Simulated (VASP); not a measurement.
A run of VASP 6.6.1:

The input INCAR:

```
PREC = Accurate ; ENCUT = 520
EDIFF = 1E-6 ; ISMEAR = 0
SIGMA = 0.1 ; LREAL = False
LASPH = True ; NELM = 100
ALGO = Normal ; ISIF = 2
LWAVE = False ; LCHARG = False
GGA = PE ; NBANDS = 26
```

The input KPOINTS:

```
regular mesh
0
Gamma
  6 6 4
```

POSCAR

```
Ti2Si3
1.0
    4.5386408436      0.0000000000      0.0000000000
    0.0000000000      4.5386408436      0.0000000000
    0.0000000000      0.0000000000      6.7425750698
Ti Si
2 3
Direct
    0.0000000000      0.0000000000      0.1446251882
    0.0000000000      0.0000000000      0.8553748118
    0.5000000000      0.0000000000      0.5000000000
    0.0000000000      0.5000000000      0.5000000000
    0.0000000000      0.0000000000      0.5000000000
```

Potentials or basis: VASP PAW PBE potentials, release 64 (Ti_sv, Si).

Launch:

```console
$ cat potpaw_PBE.64/Ti_sv/POTCAR potpaw_PBE.64/Si/POTCAR > POTCAR
$ mpirun -np 1 vasp_std > vasp.out
```

Hardware: 1 thread of Intel(R) Xeon(R) 6975P-C (Granite Rapids), on a shared host.

Problem. How long does it take, and how much memory?

Solution. Wall time 41 s on 1 thread of Intel(R) Xeon(R) 6975P-C (Granite Rapids), on a shared host, peak memory 0.28 GiB. Counts: scf iterations 16, k points 30.
